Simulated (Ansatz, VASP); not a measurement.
# Tl in VASP and in Ansatz

File INCAR:

```
PREC = Accurate
ENCUT = 520
EDIFF = 1E-6
ISMEAR = -1
SIGMA = 0.05
LREAL = False
LASPH = True
NELM = 60
ALGO = Normal
ISIF = 2
LWAVE = False
LCHARG = False
NBANDS = 12
```

Contents of KPOINTS:

```
regular mesh
0
Gamma
  13 13 13
```

The input POSCAR:

```
Tl
1.0
   -1.9345083127      1.9345083127      1.9345083127
    1.9345083127     -1.9345083127      1.9345083127
    1.9345083127      1.9345083127     -1.9345083127
Tl
1
Direct
    0.0000000000      0.0000000000      0.0000000000
```

Input for Ansatz:

```yaml
crystal:
  lattice:
    - [-1.9345083127, 1.9345083127, 1.9345083127]
    - [1.9345083127, -1.9345083127, 1.9345083127]
    - [1.9345083127, 1.9345083127, -1.9345083127]
  atoms:
    - { symbol: Tl, position: [0.0, 0.0, 0.0] }
kpoints:
  mp_grid: { grid: [13, 13, 13] }
  band_path:
    path:
      - [0.0, 0.0, 0.0]
      - [0.5, -0.5, 0.5]
      - [0.0, 0.0, 0.5]
      - [0.0, 0.0, 0.0]
      - [0.25, 0.25, 0.25]
      - [0.5, -0.5, 0.5]
      - [0.25, 0.25, 0.25]
      - [0.0, 0.0, 0.5]
    npoints: 5
scf:
  occupations: { method: fermi_dirac, width: 0.05 }
hamiltonian:
  xc: lda
  pseudopotentials: { kind: all_electron, lapw: { basis_error: 0.00025 } }
output:
  forces: true
  stress: true
  eigenvalues: true
```

Change from the starting cell: volume scaled by 0.99.

Alike in both runs: task single point; functional LDA; k mesh 13 × 13 × 13; occupations fermi-dirac, width 0.05 eV; no spin polarisation.

|  | VASP | Ansatz |
| --- | --- | --- |
| version | VASP 6.6.1 | Ansatz 0.2.0 |
| potentials or method | VASP PAW LDA potentials, release 64 (Tl_d), cutoff 520 eV | all-electron LAPW, scalar-relativistic |

```tsv
	VASP	Ansatz	Ansatz less VASP
pressure (GPa)	-2.1	-2.2	-0.06
```

LDA's correlation is that of Perdew and Zunger in VASP and of Perdew and Wang (1992) in Ansatz. Ansatz ran all-electron here, and VASP with PAW potentials.

Neither program's run includes spin-orbit coupling.
